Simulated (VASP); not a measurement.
Set up this calculation in VASP 6.6.1, as the native input.

* Task: single point
* Functional: PBEsol
* Potentials or basis: VASP PAW PBE potentials, release 64 (Sn_d, Se)
* Cutoff: 520 eV
* k mesh: 11 × 11 × 11
* Occupations: fermi-dirac, width 0.05 eV
* Spin: no spin polarisation
* Dipole correction: no
* Further INCAR settings: ALGO = Normal; EDIFF = 1e-06; NBANDS = 17

The structure of SnSe lies in POSCAR:

```
SnSe
1.0
    0.0000000000      3.0694768146      3.0694768146
    3.0694768146      0.0000000000      3.0694768146
    3.0694768146      3.0694768146      0.0000000000
Sn Se
1 1
Direct
    0.0000000000      0.0000000000      0.0000000000
    0.5000000000      0.5000000000      0.5000000000
```

This cell differs from its parent crystal: volume scaled by 1.06.

One way to write it, as run:

INCAR

```
PREC     = Accurate       # precision mode
ENCUT    = 520            # plane-wave cutoff, eV
EDIFF    = 1E-6           # SCF threshold, eV
ISMEAR   = -1             # smearing method
SIGMA    = 0.05           # smearing width, eV
LREAL    = False          # projectors in reciprocal space
LASPH    = True           # aspherical terms in the spheres
NELM     = 60             # most SCF steps
ALGO     = Normal         # electronic algorithm
ISIF     = 2              # what is computed and relaxed
LWAVE    = False          # write WAVECAR
LCHARG   = False          # write CHGCAR
GGA      = PS             # functional
NBANDS   = 17             # bands
```

KPOINTS

```
regular mesh
0
Gamma
  11 11 11
```

Potentials or basis: VASP PAW PBE potentials, release 64 (Sn_d, Se).

Launch:

```console
$ cat potpaw_PBE.64/Sn_d/POTCAR potpaw_PBE.64/Se/POTCAR > POTCAR
$ mpirun -np 1 vasp_std > vasp.out
```

Results of the run:

```
Pressure : -4.3 GPa
```

Caveat: the PAW data sets were made with another functional, which shifts forces and pressure a little.

It took 47 s on 1 thread of Intel Xeon 8259CL, with other jobs on the host, peak memory 0.21 GiB.
